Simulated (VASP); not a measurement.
KF, 2 atoms in the cell. Symmetry: Pm-3m, No. 221, cubic system. Conventional cell: a = 3.179 Å, b = 3.179 Å, c = 3.179 Å, α = 90.00°, β = 90.00°, γ = 90.00°. K (site symmetry m-3m) has 8 F at 2.75 Å and 6 K at 3.18 Å within 3.6 Å. Within 3.6 Å of F (site symmetry m-3m) lie 8 K at 2.75 Å and 6 F at 3.18 Å. 

| Item | Value |
| --- | --- |
| Program | VASP 6.6.1 |
| Task | single point |
| Functional | PBE |
| Potentials or basis | VASP PAW PBE potentials, release 64 (K_sv, F) |
| Cutoff | 600 eV |
| k mesh | 6 × 6 × 6, shifted |
| Occupations | gaussian, width 0.01 eV |
| Spin | no spin polarisation |
| Dipole correction | no |
| Further INCAR settings | ALGO = Normal; EDIFF = 1e-06; NBANDS = 15; ISYM = 0 |

Potentials or basis: VASP PAW PBE potentials, release 64 (K_sv, F).

Command:

```sh
$ cat potpaw_PBE.64/K_sv/POTCAR potpaw_PBE.64/F/POTCAR > POTCAR
$ mpirun -np 1 vasp_std > vasp.out
```

Hardware: 1 thread of Intel(R) Xeon(R) Platinum 8559C (Emerald Rapids), with other jobs on the host.

Question: How long does it take, and how much memory?

Answer: Wall time 92 s on 1 thread of Intel(R) Xeon(R) Platinum 8559C (Emerald Rapids) (shared host), peak memory 0.3 GiB. Counts: scf iterations 13, k points 324.
